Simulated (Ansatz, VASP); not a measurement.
This is a calculation of NaLa3 for VASP 6.6.1.

Contents of INCAR:

```
SYSTEM = NaLa3
ALGO = Normal ; EDIFF = 1E-6
ENCUT = 520 ; GGA = PE
ISIF = 2 ; ISMEAR = -1
LASPH = .TRUE. ; LCHARG = .FALSE.
LREAL = .FALSE. ; LWAVE = .FALSE.
NBANDS = 28 ; NELM = 80
PREC = Accurate ; SIGMA = 0.05
```

The input KPOINTS:

```
k-points
0
G
  5 5 5
  0 0 0
```

Contents of POSCAR:

```
NaLa3
1.0
    5.1852473862      0.0000000000      0.0000000000
    0.0000000000      5.1852473862      0.0000000000
    0.0000000000      0.0000000000      5.1852473862
La Na
3 1
Direct
    0.5000000000      0.5000000000      0.0000000000
    0.0000000000      0.5000000000      0.5000000000
    0.5000000000      0.0000000000      0.5000000000
    0.0000000000      0.0000000000      0.0000000000
```

Potentials or basis: VASP PAW PBE potentials, release 64 (La, Na_pv).

Launch:

```bash
$ cat potpaw_PBE.64/La/POTCAR potpaw_PBE.64/Na_pv/POTCAR > POTCAR
$ mpirun -np 1 vasp_std > vasp.out
```

Question: Translate it to Ansatz 0.2.0. Potentials there: Ansatz PAW.

Answer: As run (the cutoff follows the program's own potentials):

input.yaml

```yaml
crystal:
  lattice:
    - [5.1852473862, 0.0, 0.0]
    - [0.0, 5.1852473862, 0.0]
    - [0.0, 0.0, 5.1852473862]
  atoms:
    - { symbol: La, position: [0.5, 0.5, 0.0] }
    - { symbol: La, position: [0.0, 0.5, 0.5] }
    - { symbol: La, position: [0.5, 0.0, 0.5] }
    - { symbol: Na, position: [0.0, 0.0, 0.0] }
hamiltonian:
  xc: pbe
  pseudopotentials: { kind: paw }
kpoints:
  mp_grid: { grid: [5, 5, 5] }
scf:
  occupations: { method: fermi_dirac, width: 0.05 }
output:
  forces: true
  stress: true
  eigenvalues: true
```

Potentials or basis: Ansatz PAW.

The run is started by

```sh
$ ansatz run input.yaml --threads 2 --pin off --max-ram 5120MiB --backend cpu --events-out ev --progress --plain --runs-dir out
```

Both were run:

|  | VASP | Ansatz | Ansatz less VASP |
| --- | --- | --- | --- |
| gap on the k mesh at the Fermi level (eV) | none | none | - |
| pressure (GPa) | 1.3 | 1.3 | -0.05 |

A gap of «none» marks a metal or a gap that the smearing closes. VASP's potentials hold 40 valence electrons a cell and Ansatz's 42, so a difference there can come from the potentials and not from the codes.

Neither program's run includes spin-orbit coupling.
